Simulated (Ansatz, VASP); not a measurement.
# Two plane-wave programs on In

```
In
1.0
     3.36438    0.00000    0.00000
    -1.68219    2.91364    0.00000
     0.00000    0.00000    5.64426
In
2
Direct
  0.33333 0.66667 0.25000
  0.66667 0.33333 0.75000
```

Alike in both runs: functional PBE; k mesh 14 × 14 × 8; occupations fermi-dirac, width 0.05 eV; non-collinear spin, spin-orbit coupling.

Ansatz relaxed the structure, and its values are those at the end. VASP's run is a single point on that final structure, the one shown.

|  | VASP | Ansatz |
| --- | --- | --- |
| version | VASP 6.6.1 | Ansatz 0.2.0 |
| potentials or method | VASP PAW PBE potentials, release 64 (In_d) | PAW with Ansatz's default frozen-core files, fully relativistic files with spin-orbit coupling |
| plane-wave cutoff (eV) | 520 | 420 |
| valence electrons in the cell | 26 | 26 |

```tsv
	VASP	Ansatz	Ansatz less VASP
pressure (GPa)	0.0	0.0	+0.01
```
